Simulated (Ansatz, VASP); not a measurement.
**Ni: VASP beside Ansatz**

```xyz
2
Lattice="2.6104 0.0000 0.0000 -1.3052 2.2607 0.0000 0.0000 0.0000 4.2745" Properties=species:S:1:pos:R:3 pbc="T T T"
Ni    0.0000    1.5071    1.0686
Ni    1.3052    0.7536    3.2059
```

Alike in both runs: task single point; functional RPBE; k mesh 16 × 16 × 9; occupations fermi-dirac, width 0.05 eV; collinear spin.

```csv
,VASP,Ansatz
version,VASP 6.6.1,Ansatz 0.2.0
potentials or method,"VASP PAW PBE potentials, release 64 (Ni), cutoff 520 eV","plane waves (420 eV) with PAW, scalar-relativistic"
valence electrons in the cell,20,36
```

|  | VASP | Ansatz | Ansatz less VASP |
| --- | --- | --- | --- |
| pressure (GPa) | -14.8 | -15.2 | -0.43 |
| traceless stress, the component that is largest in VASP (GPa) | 0.07 | 0.06 | -0.014 |
| net moment per atom (μB) | 0.70 | 0.72 | +0.019 |
| size of the moment on the site where the two differ most (μB) | 0.73 | 0.77 | +0.040 |

VASP's potentials were made for PBE, not for RPBE. Site moments also hang on the region over which each program counts them. With one functional, cell and mesh, what is left measures potentials, basis and numerics. VASP's potentials hold 20 valence electrons a cell and Ansatz's 36, so a difference there can come from the potentials and not from the codes.
